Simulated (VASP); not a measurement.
# Te2Mo in VASP: relaxation of the atoms with PBEsol

Aim: the relaxation of the atoms of Te2Mo with PBEsol.

Everything below comes from runs of VASP 6.6.1. Logs are shortened: lines on timing, memory, paths and dates and some standing lists are left out, and cuts for length are marked.

### Step 1. The cell of the first run

The cell holds a slab with vacuum, 12 atoms: a = 3.560 Å, b = 3.560 Å, c = 55.909 Å, α = 90.00°, β = 90.00°, γ = 120.00°.

### Step 2. Relaxation of the atoms, PBEsol

The input, INCAR:

```
SYSTEM = Te2Mo
PREC = Accurate ; ENCUT = 520
EDIFF = 1E-7 ; ISMEAR = 0
SIGMA = 0.05 ; LREAL = .FALSE.
LASPH = .TRUE. ; NELM = 100
ALGO = Normal ; ISIF = 2
LWAVE = .FALSE. ; LCHARG = .FALSE.
LDIPOL = .TRUE. ; IDIPOL = 3
DIPOL = 0.5 0.5 0.500 ; GGA = PS
IBRION = 2 ; NSW = 60
EDIFFG = -0.04 ; KPAR = 4
```

The input, KPOINTS:

```
regular mesh
0
G
  9 9 1
  0 0 0
```

The input, POSCAR:

```
Te2Mo
1.0
    3.5603917400      0.0000000000      0.0000000000
   -1.7801958700      3.0833896900      0.0000000000
    0.0000000000      0.0000000000     55.9088178757
Te Mo
8 4
Selective dynamics
Direct
    0.6666666700      0.3333333400      0.1788626621  F F F
    0.6666666700      0.3333333400      0.2428861898  F F F
    0.3333333300      0.6666666600      0.3133329670  F F F
    0.3333333300      0.6666666600      0.3773564947  F F F
    0.6666666700      0.3333333400      0.6226435053  T T T
    0.6666666700      0.3333333400      0.6866670330  T T T
    0.3333333300      0.6666666600      0.7571138102  T T T
    0.3333333300      0.6666666600      0.8211373379  T T T
    0.3333333300      0.6666666600      0.2108583716  F F F
    0.6666666700      0.3333333400      0.3453607852  F F F
    0.3333333300      0.6666666600      0.6546392148  T T T
    0.6666666700      0.3333333400      0.7891416284  T T T
```

Potentials or basis: VASP PAW PBE potentials, release 64 (Te, Mo_sv).

On the command line:

```
> cat potpaw_PBE.64/Te/POTCAR potpaw_PBE.64/Mo_sv/POTCAR > POTCAR
> mpirun -np 4 vasp_std > vasp.out
```

OUTCAR:

```text
SYSTEM = Te2Mo
   PREC = Accurate
   ENCUT = 520
   EDIFF = 1E-7
   ISMEAR = 0
   LREAL = .FALSE.
   LASPH = .TRUE.
   NELM = 100
   ISIF = 2
   GGA = PS
   IBRION = 2
   NSW = 60
   EDIFFG = -0.04

 ion  position               nearest neighbor table
   1  0.667  0.333  0.179-   9 2.72   9 2.72   9 2.72   2 3.58
   2  0.667  0.333  0.243-   9 2.73   9 2.73   9 2.73   1 3.58
   3  0.333  0.667  0.313-  10 2.73  10 2.73  10 2.73   4 3.58
   4  0.333  0.667  0.377-  10 2.72  10 2.72  10 2.72   3 3.58
   5  0.667  0.333  0.623-  11 2.72  11 2.72  11 2.72   6 3.58
   6  0.667  0.333  0.687-  11 2.73  11 2.73  11 2.73   5 3.58
   7  0.333  0.667  0.757-  12 2.73  12 2.73  12 2.73   8 3.58
   8  0.333  0.667  0.821-  12 2.72  12 2.72  12 2.72   7 3.58
   9  0.333  0.667  0.211-   1 2.72   1 2.72   1 2.72   2 2.73   2 2.73   2 2.73
  10  0.667  0.333  0.345-   4 2.72   4 2.72   4 2.72   3 2.73   3 2.73   3 2.73
  11  0.333  0.667  0.655-   5 2.72   5 2.72   5 2.72   6 2.73   6 2.73   6 2.73
  12  0.667  0.333  0.789-   8 2.72   8 2.72   8 2.72   7 2.73   7 2.73   7 2.73

  LATTYP: Found a hexagonal cell.
 ALAT       =     3.5603917400
 C/A-ratio  =    15.7029961753

  Lattice vectors:

 A1 = (   3.5603917400,   0.0000000000,   0.0000000000)
 A2 = (  -1.7801958700,   3.0833896900,   0.0000000000)
 A3 = (   0.0000000000,   0.0000000000,  55.9088178757)

Analysis of symmetry for initial positions (statically):
=====================================================================
 Subroutine PRICEL returns:
 Original cell was already a primitive cell.

 Routine SETGRP: Setting up the symmetry group for a
 hexagonal supercell.

 Subroutine GETGRP returns: Found 12 space group operations
 (whereof 12 operations were pure point group operations)
 out of a pool of 24 trial point group operations.

The static configuration has the point symmetry D_3d.

Analysis of symmetry for dynamics (positions and initial velocities):
=====================================================================
 Subroutine PRICEL returns:
 Original cell was already a primitive cell.

 Routine SETGRP: Setting up the symmetry group for a
 hexagonal supercell.

 Subroutine GETGRP returns: Found 12 space group operations
 (whereof 12 operations were pure point group operations)
 out of a pool of 24 trial point group operations.

The dynamic configuration has the point symmetry D_3d.

Analysis of constrained symmetry for selective dynamics:
=====================================================================
 Subroutine PRICEL returns:
 Original cell was already a primitive cell.

 Routine SETGRP: Setting up the symmetry group for a
 hexagonal supercell.

 Subroutine GETGRP returns: Found  6 space group operations
 (whereof  6 operations were pure point group operations)
 out of a pool of 24 trial point group operations.

The constrained configuration has the point symmetry C_3v.

 Subroutine INISYM returns: Found  6 space group operations
 (whereof  6 operations are pure point group operations),
 and found     1 'primitive' translations

----------------------------------------------------------------------------------------

                                     Primitive cell

  volume of cell :     613.7712

  direct lattice vectors                    reciprocal lattice vectors
     3.560391740  0.000000000  0.000000000     0.280867970  0.162159198  0.000000000
    -1.780195870  3.083389690  0.000000000     0.000000000  0.324318396  0.000000000
     0.000000000  0.000000000 55.908817876     0.000000000  0.000000000  0.017886266

  length of vectors
     3.560391740  3.560391736 55.908817876     0.324318396  0.324318396  0.017886266

  position of ions in fractional coordinates (direct lattice)
     0.666666670  0.333333340  0.178862662
     0.666666670  0.333333340  0.242886190
     0.333333330  0.666666660  0.313332967
     0.333333330  0.666666660  0.377356495
     0.666666670  0.333333340  0.622643505
[... 57 lines left out ...]
  0.222222  0.111111  0.000000     12.000000
  0.333333  0.111111  0.000000     12.000000
  0.444444  0.111111  0.000000      6.000000
  0.222222  0.222222  0.000000      6.000000
  0.333333  0.222222  0.000000     12.000000
  0.333333  0.333333  0.000000      2.000000
   k-points           NKPTS =     12   k-points in BZ     NKDIM =     12   number of bands    NBANDS=     62
   number of dos      NEDOS =    301   number of ions     NIONS =     12
   total plane-waves  NPLWV = 329280
   dimension x,y,z NGX =    28 NGY =   28 NGZ =  420
   dimension x,y,z NGXF=    56 NGYF=   56 NGZF=  840
   ions per type =               8   4
   NGX,Y,Z   is equivalent  to a cutoff of  13.07, 13.07, 12.49 a.u.
   NGXF,Y,Z  is equivalent  to a cutoff of  26.15, 26.15, 24.98 a.u.
 SYSTEM =  Te2Mo
   PREC   = accura    normal or accurate (medium, high low for compatibility)
   ISTART =      0    job   : 0-new  1-cont  2-samecut
   ICHARG =      2    charge: 1-file 2-atom 10-const
   ISPIN  =      1    spin polarized calculation?
   LNONCOLLINEAR =      F non collinear calculations
   LSORBIT =      F    spin-orbit coupling
   LASPH  =      T    aspherical Exc in radial PAW
   ENCUT  =  520.0 eV  38.22 Ry    6.18 a.u.   6.62  6.62103.95*2*pi/ulx,y,z
   NELM   =    100;   NELMIN=  2; NELMDL= -5     # of ELM steps
   EDIFF  = 0.1E-06   stopping-criterion for ELM
   LREAL  =      F    real-space projection
   EDIFFG = -.4E-01   stopping-criterion for IOM
   NSW    =     60    number of steps for IOM
   IBRION =      2    ionic relax: 0-MD 1-quasi-New 2-CG
   NFREE  =      1    steps in history (QN), initial steepest desc. (CG)
   ISIF   =      2    stress and relaxation
   ISYM   =      2    0-nonsym 1-usesym 2-fastsym
   POTIM  = 0.5000    time-step for ionic-motion
   TEBEG  =    0.0;   TEEND  =   0.0 temperature during run
   PSTRESS=    0.0 pullay stress
   NELECT =     104.0000    total number of electrons
   NUPDOWN=      -1.0000    fix difference up-down
   EMIN   =  10.00;   EMAX   =-10.00  energy-range for DOS
   EFERMI =   0.00;   METHOD = LEGACY
   ISMEAR =     0;   SIGMA  =   0.05  broadening in eV -4-tet -1-fermi 0-gaus
   EFERMI_NEDOS =   21; number of points for ismear=-14 and -15
   IALGO  =     38    algorithm
   IMIX   =      4    mixing-type and parameters
     AMIX     =   0.40;   BMIX     =  1.00
     AMIX_MAG =   1.60;   BMIX_MAG =  1.00
  volume/ion in A,a.u.               =      51.15       345.16
  Fermi-wavevector in a.u.,A,eV,Ry     =   0.905907  1.711917 11.165867  0.820668
  Thomas-Fermi vector in A             =   2.029531
   LORBIT       =      0    0 simple, 1 ext, 2 COOP (PROOUT), +10 PAW based schemes
   GGA     = PS    functional components
   LHFCALC =     F    Hartree Fock is set to
   AEXX    =    0.0000 exact exchange contribution
   IVDW    =     0    specifies the selected vdW correction
   LEPSILON=     F    determine dielectric tensor
   LRPA    =     F    only Hartree local field effects (RPA)
 conjugate gradient relaxation of ions
 non-spin polarized calculation
 Gauss-broadening in eV      SIGMA  =   0.05
  energy-cutoff  :      520.00
  volume of cell :      613.77
 maximum number of plane-waves:     16707
 NGX is ok and might be reduce to    28
   NGX = 13   NGY = 13   NGZ =207

--------------------------------------- Ionic step        1  -------------------------------------------

 number of electron     104.0000009 magnetization

 Free energy of the ion-electron system (eV)
  ---------------------------------------------------
  ext. energy  EPLUGINS =         0.00000000
  ---------------------------------------------------
  free energy    TOTEN  =       -78.45632710 eV

  energy without entropy =      -78.45632710  energy(sigma->0) =      -78.45632710

------------------------ aborting loop because EDIFF is reached ----------------------------------------

  FORCE on cell =-STRESS in cart. coord.  units (eV):
  Direction    XX          YY          ZZ          XY          YZ          ZX
  --------------------------------------------------------------------------------------
  -------------------------------------------------------------------------------------
  Total       -6.2742361     -6.2742361     -2.5756974      0.0000000      0.0000000      0.0000000
  in kB      -16.3781533    -16.3781532     -6.7235541      0.0000000      0.0000000      0.0000000
  external PRESSURE =     -13.1599535 kB  Pullay stress =       0.0000000 kB
[... 119 lines left out ...]
  FREE ENERGIE OF THE ION-ELECTRON SYSTEM (eV)
  ---------------------------------------------------
  free  energy   TOTEN  =       -78.4581512495 eV

  energy  without entropy=      -78.4581512495  energy(sigma->0) =      -78.45815125

[... ionic steps 4 to 9 ...]

--------------------------------------- Ionic step       10  -------------------------------------------

 number of electron     104.0000004 magnetization

------------------------ aborting loop because EDIFF is reached ----------------------------------------
[... 81 lines left out ...]
  FREE ENERGIE OF THE ION-ELECTRON SYSTEM (eV)
  ---------------------------------------------------
  free  energy   TOTEN  =       -78.4640592943 eV

  energy  without entropy=      -78.4640592943  energy(sigma->0) =      -78.46405929

 dipolmoment           0.000000      0.000000      0.002531 electrons x Angstroem

--------------------------------------- Ionic step       12  -------------------------------------------

 number of electron     104.0000005 magnetization

 dipolmoment           0.000000      0.000000     -0.000048 electrons x Angstroem

 Free energy of the ion-electron system (eV)
  ---------------------------------------------------
  ext. energy  EPLUGINS =         0.00000000
  ---------------------------------------------------
  free energy    TOTEN  =       -78.46998547 eV

  energy without entropy =      -78.46998547  energy(sigma->0) =      -78.46998547

 E-fermi :   1.5367     XC(G=0):  -5.6468

 val. band max:        1.2851687624   @ k =   0.3333   0.3333   0.0000
 cond. band min:       2.2811681843   @ k =   0.3333   0.3333   0.0000
 fundamental gap:      0.9959994218
 Fermi energy:         1.5367356405

 k-point     1 :       0.0000    0.0000    0.0000
  band No.  band energies     occupation
      1     -59.3167      2.00000
      2     -59.3166      2.00000
      3     -59.3111      2.00000
      4     -59.3111      2.00000
      5     -33.4904      2.00000
      6     -33.4903      2.00000
[... 769 lines left out ...]
     61       3.7739      0.00000
     62       3.7793      0.00000

------------------------ aborting loop because EDIFF is reached ----------------------------------------

 vacuum level on the upper side and lower side of the slab       (xc-potential included)        -0.047        -0.075

  FORCE on cell =-STRESS in cart. coord.  units (eV):
  Direction    XX          YY          ZZ          XY          YZ          ZX
  --------------------------------------------------------------------------------------
  -------------------------------------------------------------------------------------
  Total       -5.9843678     -5.9843677     -1.7932268      0.0000000      0.0000000      0.0000000
  in kB      -15.6214861    -15.6214860     -4.6810070      0.0000000      0.0000000      0.0000000
  external PRESSURE =     -11.9746597 kB  Pullay stress =       0.0000000 kB
[... 27 lines left out ...]
  FREE ENERGIE OF THE ION-ELECTRON SYSTEM (eV)
  ---------------------------------------------------
  free  energy   TOTEN  =       -78.4699854742 eV

  energy  without entropy=      -78.4699854742  energy(sigma->0) =      -78.46998547

 reached required accuracy - stopping structural energy minimisation

 vacuum level on the upper side and lower side of the slab         6.250         6.219
```

It took 26 min on 4 MPI ranks of Intel Xeon Platinum 8488C (Sapphire Rapids), shared host; peak memory 0.98 GiB.

What came out:

```
Free energy               : -78.4700 eV
Energy gained by relaxing : 1.1 meV/atom
Ionic steps               : 12
Band gap on the k mesh    : 1.00 eV
```

The path:
```
step  energy change (eV)  largest force on free atoms (eV/Å)  pressure (GPa)
   1              0.0000                              0.1359           -1.32
   2             -0.0016                              0.0532           -1.24
   3             -0.0018                              0.0478           -1.20
   4             -0.0018                              0.0488           -1.20
   5             -0.0020                              0.0403           -1.19
   6             -0.0021                              0.0558           -1.19
   7             -0.0022                              0.0555           -1.19
   8             -0.0025                              0.0549           -1.19
   9             -0.0033                              0.0536           -1.19
  10             -0.0047                              0.0506           -1.19
  11             -0.0077                              0.0450           -1.19
  12             -0.0137                              0.0328           -1.20
```

Final structure:
```xyz
12
Lattice="3.5604 0.0000 0.0000 -1.7802 3.0834 0.0000 0.0000 0.0000 55.9088" Properties=species:S:1:pos:R:3 pbc="T T T"
Te    1.7802    1.0278   10.0000
Te    1.7802    1.0278   13.5795
Te    0.0000    2.0556   17.5181
Te    0.0000    2.0556   21.0976
Te    1.7802    1.0278   34.9069
Te    1.7802    1.0278   38.4713
Te    0.0000    2.0556   42.2504
Te    0.0000    2.0556   45.8145
Mo    0.0000    2.0556   11.7888
Mo    1.7802    1.0278   19.3087
Mo    0.0000    2.0556   36.6877
Mo    1.7802    1.0278   44.0338
```

Caveat: the PAW data sets were made with another functional, which shifts forces and pressure a little; spin-orbit coupling is left out, which moves the levels of the heavy elements.
